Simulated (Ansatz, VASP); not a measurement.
**One calculation of Sr, two programs**

POSCAR

```
Sr
1.0
    0.0000000000      3.0423500000      3.0423500000
    3.0423500000      0.0000000000      3.0423500000
    3.0423500000      3.0423500000      0.0000000000
Sr
1
Direct
    0.0000000000      0.0000000000      0.0000000000
```

INCAR.step1

```
  PREC = Accurate
  ENCUT = 400
  EDIFF = 1E-5
  ISMEAR = -1
  SIGMA = 0.025
  LREAL = F
  LASPH = T
  NELM = 120
  ALGO = Normal
  ISIF = 2
  LWAVE = T
  LCHARG = F
  GGA = PE
  NBANDS = 11
  GGA_COMPAT = F
```

Contents of INCAR.step2:

```
  PREC = Accurate
  ENCUT = 400
  EDIFF = 1E-6
  ISMEAR = -1
  SIGMA = 0.025
  LREAL = F
  LASPH = T
  NELM = 120
  ALGO = Normal
  ISIF = 2
  LWAVE = F
  LCHARG = F
  GGA = PE
  LHFCALC = T
  AEXX = 0.25
  PRECFOCK = Normal
  ISTART = 1
  NBANDS = 11
  GGA_COMPAT = F
```

Contents of KPOINTS:

```
regular mesh
0
Gamma
  6 6 6
```

File input.yaml:

```yaml
crystal:
  lattice: { a: 6.0847, b: 6.0847, c: 6.0847, alpha: 90.0, beta: 90.0, gamma: 90.0 }
  space_group: 225
  reduce_to_primitive: true
  atoms:
    - { symbol: Sr, wyckoff: "4a", position: [0.0, 0.0, 0.0] }
hamiltonian:
  xc: pbe0
  pseudopotentials: { kind: paw, source: jth }
kpoints:
  mp_grid: { grid: [6, 6, 6] }
scf:
  occupations: { method: fermi_dirac, width: 0.025 }
output:
  forces: true
  stress: true
  eigenvalues: true
  bader: true
  populations: intrinsic
  write_density: true
  write_potential: true
  elf: true
  volumetric_format: npy
```

Alike in both runs: functional PBE0; k mesh 6 × 6 × 6; occupations fermi-dirac, width 0.025 eV; no spin polarisation.

|  | VASP | Ansatz |
| --- | --- | --- |
| version | VASP 6.6.1 | Ansatz 0.2.0 |
| potentials or method | VASP PAW PBE potentials, release 64 (Sr_sv) | JTH PAW |
| plane-wave cutoff (eV) | 400 | 690 |
| valence electrons in the cell | 10 | 10 |
| task | single point | atomic charges |

Ansatz gave:

- gap on the k mesh at the Fermi level (eV): none
- pressure (GPa): -0.1

Question: Estimate VASP's values.

Answer: gap on the k mesh at the Fermi level (eV): none; pressure (GPa): 0.2.

A gap of «none» marks a metal or a gap that the smearing closes.
